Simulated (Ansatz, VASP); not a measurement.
# One calculation of YS, two programs

```
CELL_PARAMETERS angstrom
0.00000 2.74365 2.79852
2.74365 0.00000 2.79852
2.74365 2.74365 0.00000
ATOMIC_POSITIONS crystal
Y 0.50000 0.50000 0.50000
S 0.00000 0.00000 0.00000
```

Change from the starting cell: zz strain of +2 %, PAW files.

Alike in both runs: task electric field gradients; functional LDA; k mesh 8 × 8 × 8; occupations fermi-dirac, width 0.01 eV; no spin polarisation.

```csv
,VASP,Ansatz
version,VASP 6.6.1,Ansatz 0.2.0
potentials or method,"VASP PAW LDA potentials, release 64 (Y_sv, S)","PAW with Ansatz's default frozen-core files, scalar-relativistic"
plane-wave cutoff (eV),520,420
valence electrons in the cell,17,17
```

|  | VASP | Ansatz | Ansatz less VASP |
| --- | --- | --- | --- |
| pressure (GPa) | -5.4 | -5.5 | -0.04 |
| traceless stress, the component that is largest in VASP (GPa) | -2.51 | -2.49 | +0.012 |
| size of Vzz on the site where it differs most (V/Å²) | 20.5 | 22.1 | +1.65 |

LDA's correlation is that of Perdew and Zunger in VASP and of Perdew and Wang (1992) in Ansatz.
